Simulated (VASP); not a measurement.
A run of VASP 6.6.1 is set up as follows.

File INCAR:

```
SYSTEM = Rb
PREC = Accurate
ENCUT = 520
EDIFF = 1E-6
ISMEAR = 1
SIGMA = 0.0578
LREAL = .False.
LASPH = .True.
NELM = 60
ALGO = Normal
ISIF = 2
LWAVE = .False.
LCHARG = .True.
GGA = PE
LELF = .True.
LVHAR = .True.
NBANDS = 16
```

File KPOINTS:

```
Automatic mesh
0
Gamma
  11 11 5
  0 0 0
```

The input POSCAR:

```
Rb
1.0
    3.6334920000      0.0000000000      0.0000000000
    1.8167400000      3.1467000000      0.0000000000
    0.0000000000      0.0000000000      6.8521580000
Rb
2
Direct
    0.6666600000      0.6666700000      0.2500000000
    0.3333300000      0.3333300000      0.7500000000
```

Potentials or basis: VASP PAW PBE potentials, release 64 (Rb_sv).

Command:

```console
$ cat potpaw_PBE.64/Rb_sv/POTCAR > POTCAR
$ mpirun -np 1 vasp_std > vasp.out
```

Problem. Predict the band gap on the k mesh.

Solution. Zero (band 9 reaches 3.71 eV, above the bottom of band 10 at 1.64 eV).

Problem. What does it give for the pressure?

Solution. 9.9 GPa.

Stress tensor (GPa, compression positive):
```
10.96  0.00  0.00
 0.00 10.96  0.00
 0.00  0.00  7.74
```
